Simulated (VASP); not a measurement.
# HfB (Pm-3m) in VASP: single point with PBEsol

Aim: the single point of HfB with PBEsol.

All numbers are computed with VASP 6.6.1; they aren't measurements. Logs are shortened: lines on timing, memory, paths and dates and some standing lists are left out, and cuts for length are marked.

### 1 The cell of the first run

Symmetry: Pm-3m, No. 221, cubic system. Conventional cell: a = 2.910 Å, b = 2.910 Å, c = 2.910 Å, α = 90.00°, β = 90.00°, γ = 90.00°. Within 3.3 Å of Hf (site symmetry m-3m) lie 8 B at 2.52 Å and 6 Hf at 2.91 Å. Within 3.3 Å of B (site symmetry m-3m) lie 8 Hf at 2.52 Å and 6 B at 2.91 Å.

### 2 Single point, PBEsol

INCAR

```
SYSTEM = HfB
  PREC = Accurate
  ENCUT = 520
  EDIFF = 1E-7
  ISMEAR = 0
  SIGMA = 0.15
  LREAL = .False.
  LASPH = .True.
  NELM = 80
  ALGO = Normal
  ISIF = 2
  LWAVE = .False.
  LCHARG = .True.
  GGA = PS
  LELF = .True.
  LVHAR = .True.
  NBANDS = 14
```

KPOINTS

```
regular mesh
0
Gamma
  20 20 20
  0 0 0
```

POSCAR

```
HfB
1.0
   -0.9701392084      1.9402784168      1.9402784168
    1.9402784168     -0.9701392084      1.9402784168
    1.9402784168      1.9402784168     -0.9701392084
Hf B
1 1
Direct
    0.5000000000      0.5000000000      0.5000000000
    0.0000000000      0.0000000000      0.0000000000
```

Potentials or basis: VASP PAW PBE potentials, release 64 (Hf_pv, B).

Command:

```
cat potpaw_PBE.64/Hf_pv/POTCAR potpaw_PBE.64/B/POTCAR > POTCAR
mpirun -np 1 vasp_std > vasp.out
```

OUTCAR:

```text
SYSTEM = HfB
   PREC = Accurate
   ENCUT = 520
   EDIFF = 1E-7
   ISMEAR = 0
   LREAL = .False.
   LASPH = .True.
   NELM = 80
   ISIF = 2
   GGA = PS

 ion  position               nearest neighbor table
   1  0.500  0.500  0.500-   2 2.52   2 2.52   2 2.52   2 2.52   2 2.52   2 2.52   2 2.52   2 2.52

   2  0.000  0.000  0.000-   1 2.52   1 2.52   1 2.52   1 2.52   1 2.52   1 2.52   1 2.52   1 2.52

  LATTYP: Found a simple cubic cell.
 ALAT       =     2.9104176252

  Lattice vectors:

 A1 = (  -0.9701392084,   1.9402784168,   1.9402784168)
 A2 = (   1.9402784168,  -0.9701392084,   1.9402784168)
 A3 = (   1.9402784168,   1.9402784168,  -0.9701392084)

Analysis of symmetry for initial positions (statically):
=====================================================================
 Subroutine PRICEL returns:
 Original cell was already a primitive cell.

 Routine SETGRP: Setting up the symmetry group for a
 simple cubic supercell.

 Subroutine GETGRP returns: Found 48 space group operations
 (whereof 48 operations were pure point group operations)
 out of a pool of 48 trial point group operations.

The static configuration has the point symmetry O_h .

Analysis of symmetry for dynamics (positions and initial velocities):
=====================================================================
 Subroutine PRICEL returns:
 Original cell was already a primitive cell.

 Routine SETGRP: Setting up the symmetry group for a
 simple cubic supercell.

 Subroutine GETGRP returns: Found 48 space group operations
 (whereof 48 operations were pure point group operations)
 out of a pool of 48 trial point group operations.

The dynamic configuration has the point symmetry O_h .

 Subroutine INISYM returns: Found 48 space group operations
 (whereof 48 operations are pure point group operations),
 and found     1 'primitive' translations

----------------------------------------------------------------------------------------

                                     Primitive cell

  volume of cell :      24.6528

  direct lattice vectors                    reciprocal lattice vectors
    -0.970139208  1.940278417  1.940278417    -0.114531100  0.229062201  0.229062201
     1.940278417 -0.970139208  1.940278417     0.229062201 -0.114531100  0.229062201
     1.940278417  1.940278417 -0.970139208     0.229062201  0.229062201 -0.114531100

  length of vectors
     2.910417625  2.910417625  2.910417625     0.343593301  0.343593301  0.343593301

  position of ions in fractional coordinates (direct lattice)
     0.500000000  0.500000000  0.500000000
     0.000000000  0.000000000  0.000000000

  ion indices of the primitive-cell ions
   primitive index   ion index
                 1           1
                 2           2

----------------------------------------------------------------------------------------

 KPOINTS: regular mesh

Automatic generation of k-mesh.
 Grid dimensions read from file:
 generate k-points for:   20   20   20

 Generating k-lattice:

  Cartesian coordinates                     Fractional coordinates (reciprocal lattice)
    -0.005726555  0.011453110  0.011453110     0.050000000  0.000000000  0.000000000
     0.011453110 -0.005726555  0.011453110     0.000000000  0.050000000  0.000000000
     0.011453110  0.011453110 -0.005726555     0.000000000  0.000000000  0.050000000

  Length of vectors
     0.017179665  0.017179665  0.017179665

  Shift w.r.t. Gamma in fractional coordinates (k-lattice)
     0.000000000  0.000000000  0.000000000

 Subroutine IBZKPT returns following result:
 ===========================================

 Found    286 irreducible k-points:

 Following reciprocal coordinates:
            Coordinates               Weight
  0.000000  0.000000  0.000000      1.000000
  0.050000  0.000000  0.000000      6.000000
  0.100000  0.000000  0.000000      6.000000
  0.150000  0.000000  0.000000      6.000000
  0.200000  0.000000  0.000000      6.000000
  0.250000  0.000000  0.000000      6.000000
[... 16 lines left out ...]
  0.150000  0.100000  0.000000     24.000000
  0.200000  0.100000  0.000000     24.000000
 [... further k-points ...]
   k-points           NKPTS =    286   k-points in BZ     NKDIM =    286   number of bands    NBANDS=     14
   number of dos      NEDOS =    301   number of ions     NIONS =      2
   total plane-waves  NPLWV =  13824
   dimension x,y,z NGX =    24 NGY =   24 NGZ =   24
   dimension x,y,z NGXF=    48 NGYF=   48 NGZF=   48
   ions per type =               1   1
   NGX,Y,Z   is equivalent  to a cutoff of  13.71, 13.71, 13.71 a.u.
   NGXF,Y,Z  is equivalent  to a cutoff of  27.42, 27.42, 27.42 a.u.
 SYSTEM =  HfB
   PREC   = accura    normal or accurate (medium, high low for compatibility)
   ISTART =      0    job   : 0-new  1-cont  2-samecut
   ICHARG =      2    charge: 1-file 2-atom 10-const
   ISPIN  =      1    spin polarized calculation?
   LNONCOLLINEAR =      F non collinear calculations
   LSORBIT =      F    spin-orbit coupling
   LASPH  =      T    aspherical Exc in radial PAW
   ENCUT  =  520.0 eV  38.22 Ry    6.18 a.u.   5.41  5.41  5.41*2*pi/ulx,y,z
   NELM   =     80;   NELMIN=  2; NELMDL= -5     # of ELM steps
   EDIFF  = 0.1E-06   stopping-criterion for ELM
   LREAL  =      F    real-space projection
   EDIFFG = 0.1E-05   stopping-criterion for IOM
   NSW    =      0    number of steps for IOM
   IBRION =     -1    ionic relax: 0-MD 1-quasi-New 2-CG
   NFREE  =      0    steps in history (QN), initial steepest desc. (CG)
   ISIF   =      2    stress and relaxation
   ISYM   =      2    0-nonsym 1-usesym 2-fastsym
   POTIM  = 0.5000    time-step for ionic-motion
   TEBEG  =    0.0;   TEEND  =   0.0 temperature during run
   PSTRESS=    0.0 pullay stress
   NELECT =      13.0000    total number of electrons
   NUPDOWN=      -1.0000    fix difference up-down
   EMIN   =  10.00;   EMAX   =-10.00  energy-range for DOS
   EFERMI =   0.00;   METHOD = LEGACY
   ISMEAR =     0;   SIGMA  =   0.15  broadening in eV -4-tet -1-fermi 0-gaus
   EFERMI_NEDOS =   21; number of points for ismear=-14 and -15
   IALGO  =     38    algorithm
   IMIX   =      4    mixing-type and parameters
     AMIX     =   0.40;   BMIX     =  1.00
     AMIX_MAG =   1.60;   BMIX_MAG =  1.00
  volume/ion in A,a.u.               =      12.33        83.18
  Fermi-wavevector in a.u.,A,eV,Ry     =   1.322617  2.499383 23.800871  1.749315
  Thomas-Fermi vector in A             =   2.452285
   LORBIT       =      0    0 simple, 1 ext, 2 COOP (PROOUT), +10 PAW based schemes
   GGA     = PS    functional components
   LHFCALC =     F    Hartree Fock is set to
   AEXX    =    0.0000 exact exchange contribution
   IVDW    =     0    specifies the selected vdW correction
   LEPSILON=     F    determine dielectric tensor
   LRPA    =     F    only Hartree local field effects (RPA)
 non-spin polarized calculation
 Gauss-broadening in eV      SIGMA  =   0.15
  energy-cutoff  :      520.00
  volume of cell :       24.65
 maximum number of plane-waves:       691
 NGX is ok and might be reduce to    24
   NGX = 11   NGY = 11   NGZ = 11

 number of electron      13.0000004 magnetization

 Free energy of the ion-electron system (eV)
  ---------------------------------------------------
  ext. energy  EPLUGINS =         0.00000000
  ---------------------------------------------------
  free energy    TOTEN  =       -17.27397166 eV

  energy without entropy =      -17.24767990  energy(sigma->0) =      -17.26082578

 E-fermi :   6.7417     XC(G=0): -12.4786

 val. band max:        6.7410808526   @ k =   0.5000   0.2000   0.1000
 cond. band min:       6.7422764657   @ k =   0.5000   0.1500   0.1500
 fundamental gap:      0.0011956131
 Fermi energy:         6.7416529726

 k-point     1 :       0.0000    0.0000    0.0000
  band No.  band energies     occupation
      1     -23.1011      2.00000
      2     -23.1011      2.00000
      3     -23.1011      2.00000
      4      -4.6007      2.00000
      5       4.4778      2.00000
      6       4.4778      2.00000
      7       9.2332      0.00000
      8       9.2332      0.00000
      9       9.2332      0.00000
     10      12.5788      0.00000
     11      12.5788      0.00000
     12      12.5788      0.00000
     13      17.3740      0.00000
     14      20.2282      0.00000

 k-point     2 :       0.0500    0.0000    0.0000
  band No.  band energies     occupation
      1     -23.1289      2.00000
      2     -23.0985      2.00000
      3     -23.0985      2.00000
      4      -4.5402      2.00000
      5       4.4796      2.00000
      6       4.5032      2.00000
      7       9.1012      0.00000
      8       9.1012      0.00000
      9       9.1906      0.00000
     10      12.5924      0.00000
     11      12.7102      0.00000
     12      12.7102      0.00000
     13      17.4604      0.00000
     14      20.2287      0.00000

 k-point     3 :       0.1000    0.0000    0.0000
  band No.  band energies     occupation
      1     -23.2091      2.00000
      2     -23.0912      2.00000
      3     -23.0912      2.00000
      4      -4.3620      2.00000
      5       4.4550      2.00000
      6       4.5781      2.00000
      7       8.7619      0.00000
      8       8.7619      0.00000
      9       9.1193      0.00000
     10      12.6323      0.00000
     11      13.0516      0.00000
     12      13.0516      0.00000
     13      17.6852      0.00000
     14      20.2300      0.00000

 k-point     4 :       0.1500    0.0000    0.0000
  band No.  band energies     occupation
      1     -23.3319      2.00000
      2     -23.0797      2.00000
      3     -23.0797      2.00000
      4      -4.0756      2.00000
      5       4.3267      2.00000
      6       4.6984      2.00000
      7       8.3172      0.00000
      8       8.3172      0.00000
      9       9.1588      0.00000
     10      12.6952      0.00000
     11      13.5130      0.00000
     12      13.5130      0.00000
     13      17.9709      0.00000
     14      20.2317      0.00000

 k-point     5 :       0.2000    0.0000    0.0000
  band No.  band energies     occupation
      1     -23.4831      2.00000
      2     -23.0653      2.00000
      3     -23.0653      2.00000
      4      -3.6939      2.00000
      5       4.0198      2.00000
      6       4.8574      2.00000
      7       7.8442      0.00000
      8       7.8442      0.00000
      9       9.4460      0.00000
     10      12.7760      0.00000
     11      14.0339      0.00000
[... 276 lines left out ...]
 k-point    22 :       0.1000    0.1000    0.0000
  band No.  band energies     occupation
      1     -23.2072      2.00000
      2     -23.1899      2.00000
      3     -23.0814      2.00000
      4      -4.1286      2.00000
      5       4.5440      2.00000
      6       4.5822      2.00000
      7       7.9697      0.00000
      8       8.4925      0.00000
      9       9.5587      0.00000
     10      12.1851      0.00000
     11      13.2074      0.00000
     12      13.8017      0.00000
     13      18.0121      0.00000
     14      20.2323      0.00000

 k-point    23 :       0.1500    0.1000    0.0000
  band No.  band energies     occupation
      1     -23.3216      2.00000
      2     -23.1853      2.00000
      3     -23.0701      2.00000
      4      -3.8490      2.00000
      5       4.4378      2.00000
      6       4.6831      2.00000
      7       7.5689      0.00000
      8       8.1881      0.00000
      9       9.7044      0.00000
     10      12.0614      0.00000
     11      13.4484      0.00000
     12      14.2758      0.00000
     13      18.2872      0.00000
     14      20.2335      0.00000

 k-point    24 :       0.2000    0.1000    0.0000
  band No.  band energies     occupation
      1     -23.4714      2.00000
      2     -23.1701      2.00000
      3     -23.0558      2.00000
      4      -3.4770      2.00000
      5       4.1147      2.00000
      6       4.8364      2.00000
      7       7.2807      0.00000
      8       7.8222      0.00000
      9       9.9255      0.00000
     10      12.0461      0.00000
     11      13.7959      0.00000
     12      14.7264      0.00000
     13      18.5084      0.00000
     14      20.1277      0.00000

 [... further k-points ...]
[... 5 lines left out ...]
  --------------------------------------------------------------------------------------
  -------------------------------------------------------------------------------------
  Total        1.6984414      1.6984414      1.6984414     -0.0000000     -0.0000000     -0.0000000
  in kB      110.3812289    110.3812289    110.3812289     -0.0000000     -0.0000000     -0.0000000
  external PRESSURE =     110.3812289 kB  Pullay stress =       0.0000000 kB

 VOLUME and BASIS-vectors are now :
 -----------------------------------------------------------------------------
  energy-cutoff  :      520.00
  volume of cell :       24.65
      direct lattice vectors                 reciprocal lattice vectors
    -0.970139208  1.940278417  1.940278417    -0.114531100  0.229062201  0.229062201
     1.940278417 -0.970139208  1.940278417     0.229062201 -0.114531100  0.229062201
     1.940278417  1.940278417 -0.970139208     0.229062201  0.229062201 -0.114531100

 POSITION                                       TOTAL-FORCE (eV/Angst)
 -----------------------------------------------------------------------------------
      1.45521      1.45521      1.45521        -0.000000     -0.000000      0.000000
      0.00000      0.00000      0.00000         0.000000      0.000000     -0.000000
 -----------------------------------------------------------------------------------
    total drift:                               -0.000000     -0.000000      0.000000

  FREE ENERGIE OF THE ION-ELECTRON SYSTEM (eV)
  ---------------------------------------------------
  free  energy   TOTEN  =       -17.2739716622 eV

  energy  without entropy=      -17.2476798995  energy(sigma->0) =      -17.26082578
```

Run time: 51 s. Hardware: 1 thread of Intel Xeon 6975P-C (Granite Rapids), shared host; peak memory 0.22 GiB.

What came out:

```
Free energy            : -17.2740 eV
Pressure               : 11.0 GPa
Band gap on the k mesh : zero (an odd number of electrons rules out a gap without spin polarisation)
```

Caveat: the cell stands under pressure; the PAW data sets were made with another functional, which shifts forces and pressure a little; spin-orbit coupling is left out, which moves the levels of the heavy elements.
